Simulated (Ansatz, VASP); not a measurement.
# B2P in VASP and in Ansatz

```
B P
1.0
    -0.83068    0.00000    3.54925
     5.60260   -1.51741   -0.00278
     0.00000    6.06962    0.00000
B P
8 4
Cartesian
  3.6825 1.5174 0.8151
  3.6825 4.5522 0.8151
  4.3451 0.0000 1.6192
  4.3451 3.0348 1.6192
  0.4268 1.5174 1.9273
  0.4268 4.5522 1.9273
  1.0895 0.0000 2.7314
  1.0895 3.0348 2.7314
  3.0589 0.0000 3.0645
  3.0589 3.0348 3.0645
  1.7130 1.5174 0.4820
  1.7130 4.5522 0.4820
```

Alike in both runs: task single point; functional PBE; k mesh 6 × 4 × 4; occupations gaussian, width 0.2 eV; no spin polarisation.

|  | VASP | Ansatz |
| --- | --- | --- |
| version | VASP 6.6.1 | Ansatz 0.2.0 |
| potentials or method | VASP PAW PBE potentials, release 64 (B, P), cutoff 520 eV | scalar-relativistic, plane waves, PAW |
| valence electrons in the cell | 44 | 44 |

```csv
,VASP,Ansatz,Ansatz less VASP
gap on the k mesh at the Fermi level (eV),none,none,-
pressure (GPa),-0.3,0.0,+0.23
"traceless stress, the component that is largest in VASP (GPa)",0.56,0.47,-0.094
rms of the force components (eV/Å),0.028,0.019,-0.0083
```

Atom by atom the forces differ by 0.010 eV/Å (rms over components). A gap of «none» marks a metal or a gap that the smearing closes.
